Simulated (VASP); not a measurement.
Runs of VASP 6.6.1 on AlRu. The structure is that of space group Pm-3m (No. 221), or close to it. The cells are those of the table. 

```tsv
cell	further INCAR settings	gap on the mesh (eV)	pressure (GPa)
a = 2.914, b = 2.914, c = 3.094 Å, 2 atoms	ALGO = Fast; EDIFF = 1e-06; NBANDS = 16	none	7.2
a = 2.959, b = 2.959, c = 3.004 Å, 2 atoms	ALGO = Fast; EDIFF = 1e-07; NBANDS = 16	none	6.6
a = 2.959, b = 2.959, c = 3.094 Å, 2 atoms	ALGO = Fast; EDIFF = 1e-06; NBANDS = 16	none	(a)
a = 3.004, b = 3.004, c = 2.959 Å, 2 atoms	ALGO = Fast; EDIFF = 1e-06; NBANDS = 16	none	(b)
a = 2.959, b = 2.959, c = 3.049 Å, 2 atoms	ALGO = Fast; EDIFF = 1e-07; NBANDS = 16	none	3.3
a = 3.004, b = 3.004, c = 2.914 Å, 2 atoms	ALGO = Fast; EDIFF = 1e-06; NBANDS = 16	none	6.7
```

Alike in all rows: task single point; level PBE; potentials or basis VASP PAW PBE potentials, release 64 (Al, Ru_pv); no spin polarisation; k mesh 20 × 20 × 20; cutoff (eV) 520; smearing gaussian 0.15 eV.

Q: Fill in the values left out.

A: (a) 0.3; (b) 3.2.

Caveats: the cell stands under pressure (at least some runs); the stress differs along the axes, from 0 to 11 GPa (at least some runs); the stress differs along the axes, from -5 to 3 GPa (at least some runs); the stress differs along the axes, from -0 to 5 GPa (at least some runs); the stress differs along the axes, from 5 to 10 GPa (at least some runs).

A k mesh can miss the band edges, and the runs leave out spin-orbit coupling on Ru.

A gap of «none» marks levels without a gap at the run's occupations.
